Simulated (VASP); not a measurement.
A run of VASP 6.6.1 is set up as follows.

INCAR

```
SYSTEM = Ba2C
  PREC = Accurate
  ENCUT = 520
  EDIFF = 1E-7
  ISMEAR = 0
  SIGMA = 0.1
  LREAL = .FALSE.
  LASPH = .TRUE.
  NELM = 100
  ALGO = Fast
  ISIF = 2
  LWAVE = .FALSE.
  LCHARG = .TRUE.
  GGA = PE
  LELF = .TRUE.
  LVHAR = .TRUE.
  NBANDS = 19
```

The input KPOINTS:

```
Automatic mesh
0
G
  15 15 6
  0 0 0
```

POSCAR

```
Ba2C
1.0
    4.1741897724      0.0000000000      0.0000000000
   -2.0870948862      3.6149543831      0.0000000000
    0.0000000000      0.0000000000      7.5527693468
Ba C
2 1
Direct
    0.3333333333      0.6666666667      0.6984754644
    0.6666666667      0.3333333333      0.3015245356
    0.0000000000      0.0000000000      0.5000000000
```

Potentials or basis: VASP PAW PBE potentials, release 64 (Ba_sv, C).

Run with:

```console
$ cat potpaw_PBE.64/Ba_sv/POTCAR potpaw_PBE.64/C/POTCAR > POTCAR
$ mpirun -np 1 vasp_std > vasp.out
```

Q: Predict the band gap on the k mesh.

A: Zero (bands 12 and 13 overlap by 0.48 eV).

Q: Predict the largest force.

A: 0.175 eV/Å.

Forces in eV/Å, atoms in the order of the input:
```
Ba   0.000  0.000  0.175
Ba   0.000  0.000 -0.175
C    0.000  0.000  0.000
```

Caveat: spin-orbit coupling is left out, which moves the levels of the heavy elements.
